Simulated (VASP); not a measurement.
Write the native input for VASP 6.6.1 that does the following.

```yaml
Task: single point
Functional: PBE
Potentials_or_basis: VASP PAW PBE potentials, release 64 (Ga_d, B)
Cutoff: 520 eV
k_mesh: 14 × 14 × 14
Occupations: gaussian, width 0.1 eV
Spin: no spin polarisation
Dipole_correction: no
Further_INCAR_settings: ALGO = Normal; EDIFF = 1e-06; NBANDS = 19
```

The structure of GaB3 lies in POSCAR:

```
GaB3
1.0
    3.2822249411      0.0000000000      0.0000000000
    0.0000000000      3.2822249411      0.0000000000
    0.0000000000      0.0000000000      3.2769697385
Ga B
1 3
Direct
    0.0000000000      0.0000000000      0.0000000000
    0.0000000000      0.5000000000      0.5000000000
    0.5000000000      0.0000000000      0.5000000000
    0.5000000000      0.5000000000      0.0000000000
```

One way to write it, as run:

INCAR

```
PREC = Accurate
ENCUT = 520
EDIFF = 1E-6
ISMEAR = 0
SIGMA = 0.1
LREAL = F
LASPH = T
NELM = 100
ALGO = Normal
ISIF = 2
LWAVE = F
LCHARG = F
GGA = PE
NBANDS = 19
```

KPOINTS

```
regular mesh
0
Gamma
  14 14 14
```

Potentials or basis: VASP PAW PBE potentials, release 64 (Ga_d, B).

Launch:

```bash
$ cat potpaw_PBE.64/Ga_d/POTCAR potpaw_PBE.64/B/POTCAR > POTCAR
$ mpirun -np 1 vasp_std > vasp.out
```

It gave:

- Pressure: 0.2 GPa
- Band gap on the k mesh: zero (bands 11 and 12 overlap by 6.50 eV)

Wall time 80 s on 1 thread of Intel(R) Xeon(R) Platinum 8259CL CPU @ 2.50GHz (Skylake/Cascade Lake), on a shared host, peak memory 0.28 GiB.
